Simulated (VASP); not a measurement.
# Li (P6_3/mmc) in VASP: a series of runs

Aim: see how the results for Li move with the level of theory and the settings. Levels: PBEsol+D3(BJ), LDA, PBEsol. Tasks: single point, relaxation of cell and atoms.

Program: VASP 6.6.1. These are calculated values, not measurements. Logs are shortened: lines on timing, memory, paths and dates and some standing lists are left out, and cuts for length are marked.

## 1. The cell of the first run

The structure is hexagonal, space group P6_3/mmc (No. 194). The conventional cell has a = 2.957 Å, b = 2.957 Å, c = 9.724 Å, α = 90.00°, β = 90.00°, γ = 120.00°. Within 3.9 Å of Li (site symmetry -3m) lie 12 Li at 2.96 to 2.97 Å. Li (site symmetry -6m2) has 12 Li at 2.96 to 2.97 Å within 3.9 Å.

## 2. Single point, PBEsol+D3(BJ)

Contents of INCAR:

```
SYSTEM = Li
PREC = Accurate ; ENCUT = 520
EDIFF = 1E-6 ; ISMEAR = 1
SIGMA = 0.05 ; LREAL = .False.
LASPH = .True. ; NELM = 100
ALGO = Normal ; ISIF = 2
LWAVE = .False. ; LCHARG = .True.
GGA = PS ; IVDW = 12
LELF = .True. ; LVHAR = .True.
NBANDS = 14
```

Contents of KPOINTS:

```
regular mesh
0
Gamma
  10 10 3
  0 0 0
```

Contents of POSCAR:

```
Li
1.0
    2.9565134678      0.0000000000      0.0000000000
   -1.4782567339      2.5604157698      0.0000000000
    0.0000000000      0.0000000000      9.7237802135
Li
4
Direct
    0.0000000000      0.0000000000      0.0000000000
    0.3333333333      0.6666666667      0.2500000000
    0.0000000000      0.0000000000      0.5000000000
    0.6666666667      0.3333333333      0.7500000000
```

Potentials or basis: VASP PAW PBE potentials, release 64 (Li_sv).

Run with:

```
> cat potpaw_PBE.64/Li_sv/POTCAR > POTCAR
> mpirun -np 1 vasp_std > vasp.out
```

OUTCAR:

```text
SYSTEM = Li
   PREC = Accurate
   ENCUT = 520
   EDIFF = 1E-6
   ISMEAR = 1
   LREAL = .False.
   LASPH = .True.
   NELM = 100
   ISIF = 2
   GGA = PS
   IVDW = 12
 IVDW          = 12

 ion  position               nearest neighbor table
   1  0.000  0.000  0.000-
   2  0.333  0.667  0.250-
   3  0.000  0.000  0.500-
   4  0.667  0.333  0.750-

  LATTYP: Found a hexagonal cell.
 ALAT       =     2.9565134678
 C/A-ratio  =     3.2889348618

  Lattice vectors:

 A1 = (   2.9565134678,   0.0000000000,   0.0000000000)
 A2 = (  -1.4782567339,   2.5604157698,   0.0000000000)
 A3 = (   0.0000000000,   0.0000000000,   9.7237802135)

Analysis of symmetry for initial positions (statically):
=====================================================================
 Subroutine PRICEL returns:
 Original cell was already a primitive cell.

 Routine SETGRP: Setting up the symmetry group for a
 hexagonal supercell.

 Subroutine GETGRP returns: Found 24 space group operations
 (whereof 12 operations were pure point group operations)
 out of a pool of 24 trial point group operations.

The static configuration has the point symmetry D_3d.
 The point group associated with its full space group is D_6h.

Analysis of symmetry for dynamics (positions and initial velocities):
=====================================================================
 Subroutine PRICEL returns:
 Original cell was already a primitive cell.

 Routine SETGRP: Setting up the symmetry group for a
 hexagonal supercell.

 Subroutine GETGRP returns: Found 24 space group operations
 (whereof 12 operations were pure point group operations)
 out of a pool of 24 trial point group operations.

The dynamic configuration has the point symmetry D_3d.
 The point group associated with its full space group is D_6h.

 Subroutine INISYM returns: Found 24 space group operations
 (whereof 12 operations are pure point group operations),
 and found     1 'primitive' translations

----------------------------------------------------------------------------------------

                                     Primitive cell

  volume of cell :      73.6081

  direct lattice vectors                    reciprocal lattice vectors
     2.956513468  0.000000000  0.000000000     0.338236240  0.195280784  0.000000000
    -1.478256734  2.560415770  0.000000000     0.000000000  0.390561569  0.000000000
     0.000000000  0.000000000  9.723780213     0.000000000  0.000000000  0.102840663

  length of vectors
     2.956513468  2.956513468  9.723780213     0.390561569  0.390561569  0.102840663

  position of ions in fractional coordinates (direct lattice)
     0.000000000  0.000000000  0.000000000
     0.333333333  0.666666667  0.250000000
     0.000000000  0.000000000  0.500000000
     0.666666667  0.333333333  0.750000000

  ion indices of the primitive-cell ions
   primitive index   ion index
                 1           1
                 2           2
                 3           3
                 4           4

----------------------------------------------------------------------------------------

 KPOINTS: regular mesh

Automatic generation of k-mesh.
 Grid dimensions read from file:
 generate k-points for:   10   10    3

 Generating k-lattice:

  Cartesian coordinates                     Fractional coordinates (reciprocal lattice)
     0.033823624  0.019528078  0.000000000     0.100000000  0.000000000  0.000000000
     0.000000000  0.039056157  0.000000000     0.000000000  0.100000000  0.000000000
     0.000000000  0.000000000  0.034280221     0.000000000  0.000000000  0.333333333

  Length of vectors
     0.039056157  0.039056157  0.034280221

  Shift w.r.t. Gamma in fractional coordinates (k-lattice)
     0.000000000  0.000000000  0.000000000

 Subroutine IBZKPT returns following result:
 ===========================================

 Found     28 irreducible k-points:

 Following reciprocal coordinates:
            Coordinates               Weight
  0.000000  0.000000  0.000000      1.000000
  0.100000  0.000000  0.000000      6.000000
  0.200000  0.000000  0.000000      6.000000
  0.300000  0.000000  0.000000      6.000000
  0.400000 -0.000000  0.000000      6.000000
  0.500000  0.000000  0.000000      3.000000
[... 16 lines left out ...]
  0.300000  0.100000  0.333333     24.000000
  0.400000  0.100000  0.333333     24.000000
 [... further k-points ...]
   k-points           NKPTS =     28   k-points in BZ     NKDIM =     28   number of bands    NBANDS=     14
   number of dos      NEDOS =    301   number of ions     NIONS =      4
   total plane-waves  NPLWV =  41472
   dimension x,y,z NGX =    24 NGY =   24 NGZ =   72
   dimension x,y,z NGXF=    48 NGYF=   48 NGZF=  144
   ions per type =               4
   NGX,Y,Z   is equivalent  to a cutoff of  13.50, 13.50, 12.31 a.u.
   NGXF,Y,Z  is equivalent  to a cutoff of  26.99, 26.99, 24.62 a.u.
 SYSTEM =  Li
   PREC   = accura    normal or accurate (medium, high low for compatibility)
   ISTART =      0    job   : 0-new  1-cont  2-samecut
   ICHARG =      2    charge: 1-file 2-atom 10-const
   ISPIN  =      1    spin polarized calculation?
   LNONCOLLINEAR =      F non collinear calculations
   LSORBIT =      F    spin-orbit coupling
   LASPH  =      T    aspherical Exc in radial PAW
   ENCUT  =  520.0 eV  38.22 Ry    6.18 a.u.   5.50  5.50 18.08*2*pi/ulx,y,z
   NELM   =    100;   NELMIN=  2; NELMDL= -5     # of ELM steps
   EDIFF  = 0.1E-05   stopping-criterion for ELM
   LREAL  =      F    real-space projection
   EDIFFG = 0.1E-04   stopping-criterion for IOM
   NSW    =      0    number of steps for IOM
   IBRION =     -1    ionic relax: 0-MD 1-quasi-New 2-CG
   NFREE  =      0    steps in history (QN), initial steepest desc. (CG)
   ISIF   =      2    stress and relaxation
   ISYM   =      2    0-nonsym 1-usesym 2-fastsym
   POTIM  = 0.5000    time-step for ionic-motion
   TEBEG  =    0.0;   TEEND  =   0.0 temperature during run
   PSTRESS=    0.0 pullay stress
   NELECT =      12.0000    total number of electrons
   NUPDOWN=      -1.0000    fix difference up-down
   EMIN   =  10.00;   EMAX   =-10.00  energy-range for DOS
   EFERMI =   0.00;   METHOD = LEGACY
   ISMEAR =     1;   SIGMA  =   0.05  broadening in eV -4-tet -1-fermi 0-gaus
   EFERMI_NEDOS =   21; number of points for ismear=-14 and -15
   IALGO  =     38    algorithm
   IMIX   =      4    mixing-type and parameters
     AMIX     =   0.40;   BMIX     =  1.00
     AMIX_MAG =   1.60;   BMIX_MAG =  1.00
  volume/ion in A,a.u.               =      18.40       124.18
  Fermi-wavevector in a.u.,A,eV,Ry     =   0.894321  1.690022 10.882076  0.799810
  Thomas-Fermi vector in A             =   2.016511
   LORBIT       =      0    0 simple, 1 ext, 2 COOP (PROOUT), +10 PAW based schemes
   GGA     = PS    functional components
   LHFCALC =     F    Hartree Fock is set to
   AEXX    =    0.0000 exact exchange contribution
   IVDW    =    12    specifies the selected vdW correction
   LEPSILON=     F    determine dielectric tensor
   LRPA    =     F    only Hartree local field effects (RPA)
 non-spin polarized calculation
 Methfessel and Paxton  Order N= 1 SIGMA  =   0.05
  energy-cutoff  :      520.00
  volume of cell :       73.61
 maximum number of plane-waves:      2028
 NGX is ok and might be reduce to    24
   NGX = 11   NGY = 11   NGZ = 37

 number of electron      12.0000017 magnetization

 Free energy of the ion-electron system (eV)
  ---------------------------------------------------
  ext. energy  EPLUGINS =         0.00000000
  ---------------------------------------------------
  free energy    TOTEN  =        -7.83396263 eV

  energy without entropy =       -7.83358033  energy(sigma->0) =       -7.83383519

 E-fermi :   0.8537     XC(G=0):  -7.2581

 val. band max:        0.8309970850   @ k =   0.5000   0.0000   0.0000
 cond. band min:       0.8599476404   @ k =   0.3000   0.2000   0.3333
 fundamental gap:      0.0289505554
 Fermi energy:         0.8537238973

 k-point     1 :       0.0000    0.0000    0.0000
  band No.  band energies     occupation
      1     -44.8463      2.00000
      2     -44.8331      2.00000
      3     -44.8315      2.00000
      4     -44.8186      2.00000
      5      -2.7696      2.00000
      6      -1.6338      2.00000
      7      -1.6323      2.00000
      8       0.8035      2.05125
      9       4.1142      0.00000
     10       9.3305      0.00000
     11       9.3352      0.00000
     12      14.3984      0.00000
     13      14.3984      0.00000
     14      15.0050      0.00000

 k-point     2 :       0.1000    0.0000    0.0000
  band No.  band energies     occupation
      1     -44.8438      2.00000
      2     -44.8314      2.00000
      3     -44.8297      2.00000
      4     -44.8174      2.00000
      5      -2.6050      2.00000
      6      -1.4631      2.00000
      7      -1.4612      2.00000
      8       1.0286     -0.00001
      9       4.1638      0.00000
     10       9.3903      0.00000
     11       9.4087      0.00000
     12      12.7452      0.00000
     13      13.2541      0.00000
     14      13.9108      0.00000
[... 343 lines left out ...]
      1     -44.8227      2.00000
      2     -44.8202      2.00000
      3     -44.8130      2.00000
      4     -44.8105      2.00000
      5      -0.4998      2.00000
      6      -0.1199      2.00000
      7       1.4089     -0.00000
      8       2.5361      0.00000
      9       5.0567      0.00000
     10       5.9198      0.00000
     11       7.4872      0.00000
     12       7.7776      0.00000
     13       8.6312      0.00000
     14       8.9375      0.00000

 k-point    24 :       0.4000    0.1000    0.3333
  band No.  band energies     occupation
      1     -44.8172      2.00000
      2     -44.8157      2.00000
      3     -44.8109      2.00000
      4     -44.8094      2.00000
      5       0.7078      2.00029
      6       1.0241     -0.00002
      7       2.1085      0.00000
      8       2.5657      0.00000
      9       4.6978      0.00000
     10       4.8882      0.00000
     11       5.8715      0.00000
     12       6.7508      0.00000
     13       8.0162      0.00000
     14       9.0339      0.00000

 [... further k-points ...]

------------------------ aborting loop because EDIFF is reached ----------------------------------------

 Edisp (eV)   -0.65926

 E8    (eV) :    -0.4223

  FORCE on cell =-STRESS in cart. coord.  units (eV):
  Direction    XX          YY          ZZ          XY          YZ          ZX
  --------------------------------------------------------------------------------------
  -------------------------------------------------------------------------------------
  Total      -0.03392    -0.03392    -0.06319     0.00000     0.00000     0.00000
  in kB      -0.73830    -0.73830    -1.37531     0.00000     0.00000     0.00000
  external pressure =       -0.95 kB  Pullay stress =        0.00 kB

 VOLUME and BASIS-vectors are now :
 -----------------------------------------------------------------------------
  energy-cutoff  :      520.00
  volume of cell :       73.61
      direct lattice vectors                 reciprocal lattice vectors
     2.956513468  0.000000000  0.000000000     0.338236240  0.195280784  0.000000000
    -1.478256734  2.560415770  0.000000000     0.000000000  0.390561569  0.000000000
     0.000000000  0.000000000  9.723780213     0.000000000  0.000000000  0.102840663

 POSITION                                       TOTAL-FORCE (eV/Angst)
 -----------------------------------------------------------------------------------
      0.00000      0.00000      0.00000         0.000000      0.000000      0.000000
     -0.00000      1.70694      2.43095         0.000000     -0.000000      0.000000
      0.00000      0.00000      4.86189         0.000000      0.000000      0.000000
      1.47826      0.85347      7.29284        -0.000000     -0.000000     -0.000000
 -----------------------------------------------------------------------------------
    total drift:                               -0.000000      0.000000      0.000000

  FREE ENERGIE OF THE ION-ELECTRON SYSTEM (eV)
  ---------------------------------------------------
  free  energy   TOTEN  =        -8.4932229339 eV

  energy  without entropy=       -8.4928406353  energy(sigma->0) =       -8.49309550
```

It took 21 s on 1 thread of Intel Xeon Platinum 8259CL at 2.50GHz (Skylake/Cascade Lake), shared host; peak memory 0.19 GiB.

Results:

| Property | Result |
| --- | --- |
| Free energy | -8.4932 eV |
| Band gap on the k mesh | zero (band 6 reaches 2.51 eV, above the bottom of band 7 at -1.63 eV) |
| Dispersion energy per atom | -0.165 eV |

Caveat: the cutoff is under 1.25 times the usual one of these potentials, so pressure, stress and relaxed cells hold a basis-set (Pulay) error; the PAW data sets were made with another functional, which shifts forces and pressure a little; pairwise dispersion overbinds metals, which lowers pressure and volume.

## 3. Single point, LDA

This run uses another cell than the first one, of 18.98 Å³/atom, 1.031 times its volume.

Contents of INCAR:

```
PREC = Accurate
ENCUT = 520
EDIFF = 1E-6
ISMEAR = 1
SIGMA = 0.05
LREAL = False
LASPH = True
NELM = 80
ALGO = Normal
ISIF = 2
LWAVE = False
LCHARG = True
GGA = CA
LELF = True
LVHAR = True
NBANDS = 14
```

Contents of KPOINTS:

```
Automatic mesh
0
Gamma
  10 10 3
```

Contents of POSCAR:

```
Li
1.0
    2.9874130655      0.0000000000      0.0000000000
   -1.4937065327      2.5871756063      0.0000000000
    0.0000000000      0.0000000000      9.8218630933
Li
4
Direct
    0.0000000000      0.0000000000      0.0000000000
    0.3333333333      0.6666666667      0.2500000000
    0.0000000000      0.0000000000      0.5000000000
    0.6666666667      0.3333333333      0.7500000000
```

Potentials or basis: VASP PAW LDA potentials, release 64 (Li_sv).

Run with:

```
> cat potpaw_LDA.64/Li_sv/POTCAR > POTCAR
> mpirun -np 1 vasp_std > vasp.out
```

Run time: 18 s. Hardware: 1 thread of Intel Xeon Platinum 8259CL at 2.50GHz (Skylake/Cascade Lake), shared host; peak memory 0.16 GiB.

It converged, with:

```
Free energy            : -8.1841 eV
Band gap on the k mesh : zero (band 6 reaches 2.36 eV, above the bottom of band 7 at -1.68 eV)
```

Levels at points of the mesh, in eV from the Fermi level:
| k point | band 3 | band 4 | band 5 | band 6 | band 7 | band 8 | band 9 | band 10 |
| --- | --- | --- | --- | --- | --- | --- | --- | --- |
| (0.00, 0.00, 0.00) | -45.46 | -45.45 | -3.53 | -2.42 | -2.42 | -0.05 | 3.18 | 8.25 |
| (0.50, 0.00, 0.00) | -45.44 | -45.44 | -0.02 | 0.57 | 0.73 | 1.36 | 3.67 | 3.69 |

Caveat: the cutoff is under 1.25 times the usual one of these potentials, so pressure, stress and relaxed cells hold a basis-set (Pulay) error.

[end of part 1 of 2]
